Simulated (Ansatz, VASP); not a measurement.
# One calculation of Si, two programs

File INCAR:

```
SYSTEM = Si
PREC = Accurate
ENCUT = 520
EDIFF = 1E-6
ISMEAR = 0
SIGMA = 0.02
LREAL = .FALSE.
LASPH = .TRUE.
NELM = 60
ALGO = Normal
ISIF = 2
LWAVE = .FALSE.
LCHARG = .TRUE.
GGA = PS
LELF = .TRUE.
LVHAR = .TRUE.
NBANDS = 16
```

File KPOINTS:

```
regular mesh
0
G
  10 10 8
  0 0 0
```

The input POSCAR:

```
Si
1.0
    2.6082403982      2.6082403982      0.0000000000
   -2.6082403982      2.6082403982      0.0000000000
    0.0000000000      0.0000000000      5.2164807965
Si
4
Direct
    0.0000000000      0.5000000000      0.2500000000
    0.0000000000      0.0000000000      0.5000000000
    0.5000000000      0.0000000000      0.7500000000
    0.5000000000      0.5000000000      0.0000000000
```

Input for Ansatz:

```yaml
crystal:
  lattice:
    - [2.6082403982, 2.6082403982, 0.0]
    - [-2.6082403982, 2.6082403982, 0.0]
    - [0.0, 0.0, 5.2164807965]
  atoms:
    - { symbol: Si, position: [0.0, 0.5, 0.25] }
    - { symbol: Si, position: [0.0, 0.0, 0.5] }
    - { symbol: Si, position: [0.5, 0.0, 0.75] }
    - { symbol: Si, position: [0.5, 0.5, 0.0] }
basis:
  ecutwfc: 420
kpoints:
  mp_grid: { grid: [10, 10, 8] }
hamiltonian:
  xc: pbesol
scf:
  occupations: { method: gaussian, width: 0.02 }
output:
  forces: true
  stress: true
  eigenvalues: true
```

Change from the starting cell: equal strain along all axes, cell held, atoms relaxed: -4.0 %.

Alike in both runs: task single point; functional PBEsol; k mesh 10 × 10 × 8; occupations gaussian, width 0.02 eV; no spin polarisation.

```csv
,VASP,Ansatz
version,VASP 6.6.1,Ansatz 0.2.0
potentials or method,"VASP PAW PBE potentials, release 64 (Si), cutoff 520 eV","scalar-relativistic, plane waves, PAW"
valence electrons in the cell,16,16
```

|  | VASP | Ansatz | Ansatz less VASP |
| --- | --- | --- | --- |
| gap on the k mesh at the Fermi level (eV) | 0.21 | 0.22 | +0.007 |
| least direct gap on the mesh (eV) | 0.32 | 0.33 | +0.008 |
| pressure (GPa) | 15.0 | 14.8 | -0.18 |

VASP's potentials were made for PBE, not for PBEsol. The functional is the same, so the differences come from potentials, cutoffs and numerics.
